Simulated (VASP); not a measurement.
A run of VASP 6.6.1 is set up as follows.

POSCAR

```
TePb
1.0
    4.0022870000      0.0000000000      0.0000000000
    0.0000000000      4.0022870000      0.0000000000
    0.0000000000      0.0000000000      4.0022870000
Pb Te
1 1
Direct
    0.0000000000      0.0000000000      0.0000000000
    0.5000000000      0.5000000000      0.5000000000
```

Contents of INCAR.step1:

```
SYSTEM = TePb
PREC     = Accurate       ! precision mode
ENCUT    = 520            ! plane-wave cutoff, eV
EDIFF    = 1E-5           ! SCF threshold, eV
ISMEAR   = -1             ! smearing method
SIGMA    = 0.05           ! smearing width, eV
LREAL    = .False.        ! projectors in reciprocal space
LASPH    = .True.         ! aspherical terms in the spheres
NELM     = 60             ! most SCF steps
ALGO     = Normal         ! electronic algorithm
ISIF     = 2              ! what is computed and relaxed
LWAVE    = .True.         ! write WAVECAR
LCHARG   = .False.        ! write CHGCAR
NBANDS   = 17             ! bands
GGA      = PE             ! functional
```

INCAR.step2

```
SYSTEM = TePb
PREC     = Accurate       ! precision mode
ENCUT    = 520            ! plane-wave cutoff, eV
EDIFF    = 1E-6           ! SCF threshold, eV
ISMEAR   = -1             ! smearing method
SIGMA    = 0.05           ! smearing width, eV
LREAL    = .False.        ! projectors in reciprocal space
LASPH    = .True.         ! aspherical terms in the spheres
NELM     = 60             ! most SCF steps
ALGO     = Normal         ! electronic algorithm
ISIF     = 2              ! what is computed and relaxed
LWAVE    = .False.        ! write WAVECAR
LCHARG   = .False.        ! write CHGCAR
GGA      = B3             ! functional
LHFCALC  = .True.         ! exact exchange
AEXX     = 0.2            ! exact-exchange fraction
AGGAX    = 0.72         
AGGAC    = 0.81         
ALDAC    = 0.19         
PRECFOCK = Normal       
NBANDS   = 17             ! bands
ISTART   = 1
```

The input KPOINTS:

```
regular mesh
0
Gamma
  4 4 4
  0 0 0
```

Potentials or basis: VASP PAW PBE potentials, release 64 (Pb_d, Te).

Command:

```console
$ cat potpaw_PBE.64/Pb_d/POTCAR potpaw_PBE.64/Te/POTCAR > POTCAR
$ cp INCAR.step1 INCAR
$ mpirun -np 1 vasp_std > vasp.out
$ cp INCAR.step2 INCAR
$ mpirun -np 1 vasp_std > vasp.out
```

Q: What does it give for the pressure?

A: 2.8 GPa.

Q: Predict the band gap on the k mesh.

A: Zero (bands 10 and 11 overlap by 1.51 eV).

Caveat: the k points lie up to 0.39 Å⁻¹ apart, too coarse for converged energies and pressures of a metal; the PAW data sets were made with another functional, which shifts forces and pressure a little; spin-orbit coupling is left out, which moves the levels of the heavy elements.
